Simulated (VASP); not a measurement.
Write the native input for VASP 6.6.1 that does the following.

* Task: electric field gradients
* Functional: PBE
* Potentials or basis: VASP PAW PBE potentials, release 64 (Ni)
* Cutoff: 520 eV
* k mesh: 18 × 18 × 18
* Occupations: fermi-dirac, width 0.05 eV
* Spin: non-collinear spin, typed start, spin-orbit coupling
* Starting moments: [[0.0, 0.0, 1.5]] μB
* Dipole correction: no
* Further INCAR settings: ALGO = Normal; EDIFF = 1e-08; NBANDS = 21

The structure of Ni lies in POSCAR:

```
Ni
1.0
    0.0000000000      1.7679500000      1.7679500000
    1.7679500000      0.0000000000      1.7679500000
    1.7679500000      1.7679500000      0.0000000000
Ni
1
Direct
    0.0000000000      0.0000000000      0.0000000000
```

These files were run (other wordings do the same):

INCAR

```
SYSTEM = Ni
ALGO     = Normal         ! electronic algorithm
EDIFF    = 1E-8           ! SCF threshold, eV
ENCUT    = 520            ! plane-wave cutoff, eV
GGA      = PE             ! functional
GGA_COMPAT= .FALSE.      
ISIF     = 2              ! what is computed and relaxed
ISMEAR   = -1             ! smearing method
LASPH    = .TRUE.         ! aspherical terms in the spheres
LCHARG   = .FALSE.        ! write CHGCAR
LEFG     = .TRUE.       
LMAXMIX  = 4              ! l up to which the mixer works
LORBIT   = 11             ! projections on sites
LORBMOM  = .TRUE.       
LREAL    = .FALSE.        ! projectors in reciprocal space
LSORBIT  = .TRUE.         ! spin-orbit coupling
LWAVE    = .FALSE.        ! write WAVECAR
MAGMOM   = 0 0 1.5        ! initial moments
NBANDS   = 21             ! bands
NELM     = 150            ! most SCF steps
PREC     = Accurate       ! precision mode
SIGMA    = 0.05           ! smearing width, eV
```

KPOINTS

```
k-points
0
G
  18 18 18
  0 0 0
```

Potentials or basis: VASP PAW PBE potentials, release 64 (Ni).

Launch:

```console
$ cat potpaw_PBE.64/Ni/POTCAR > POTCAR
$ mpirun -np 1 vasp_ncl > vasp.out
```

Results of the run:

```yaml
Pressure: -2.8 GPa
Net_moment: 0.61 μB per cell
Largest_electric_field_gradient_by_atom: under 0.05 V/Å² on every atom
Valence_electrons_inside_the_program's_atomic_spheres: Ni 9.28
```

Wall time 16 min on 1 thread of Intel(R) Xeon(R) Platinum 8259CL CPU @ 2.50GHz (Skylake/Cascade Lake), with other jobs on the host, peak memory 0.37 GiB.
